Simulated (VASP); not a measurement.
BaZrO3: single point with r2SCAN

BaZrO3:

```
CELL_PARAMETERS angstrom
4.15022 0.00000 0.00000
0.00000 4.15022 0.00000
0.00000 0.00000 4.15022
ATOMIC_POSITIONS crystal
Ba 0.00000 0.00000 0.00000
Zr 0.50000 0.50000 0.50000
O 0.00000 0.50000 0.50000
O 0.50000 0.00000 0.50000
O 0.50000 0.50000 0.00000
```

```json
{"Program": "VASP 6.6.1", "Task": "single point", "Functional": "r2SCAN", "Potentials or basis": "VASP PAW PBE potentials, release 64 (Ba_sv, Zr_sv, O)", "Cutoff": "520 eV", "k mesh": "6 × 6 × 6", "Occupations": "gaussian, width 0.01 eV", "Spin": "no spin polarisation", "Dipole correction": "no", "Further INCAR settings": "ALGO = Normal; EDIFF = 1e-06; NBANDS = 28"}
```

| Item | Value |
| --- | --- |
| Pressure | 8.2 GPa |
| Band gap on the k mesh | 3.77 eV, indirect (least direct gap 3.98 eV) |

Levels at points of the mesh, in eV from the valence-band top:
| k point | band 16 | band 17 | band 18 | band 19 | band 20 | band 21 | band 22 | band 23 | band 24 | band 25 |
| --- | --- | --- | --- | --- | --- | --- | --- | --- | --- | --- |
| (0.00, 0.00, 0.00) | -1.06 | -1.06 | -0.21 | -0.21 | -0.21 | 3.77 | 3.77 | 3.77 | 5.21 | 5.21 |
| (0.50, 0.00, 0.00) | -1.77 | -1.77 | -1.76 | -0.44 | -0.44 | 4.25 | 6.43 | 6.43 | 7.09 | 7.46 |
| (0.50, 0.50, 0.00) | -2.48 | -0.94 | -0.94 | -0.74 | -0.08 | 6.40 | 6.40 | 7.17 | 7.33 | 8.52 |
| (0.50, 0.50, 0.50) | -2.57 | -2.57 | 0.00 | 0.00 | 0.00 | 6.75 | 6.75 | 6.75 | 7.82 | 7.82 |

Wall time 47 s on 1 thread of Intel(R) Xeon(R) 6975P-C (Granite Rapids) (shared host), peak memory 0.21 GiB.

Caveat: the PAW data sets were made with another functional, which shifts forces and pressure a little; spin-orbit coupling is left out, which moves the levels of the heavy elements. A k mesh can miss the band edges.
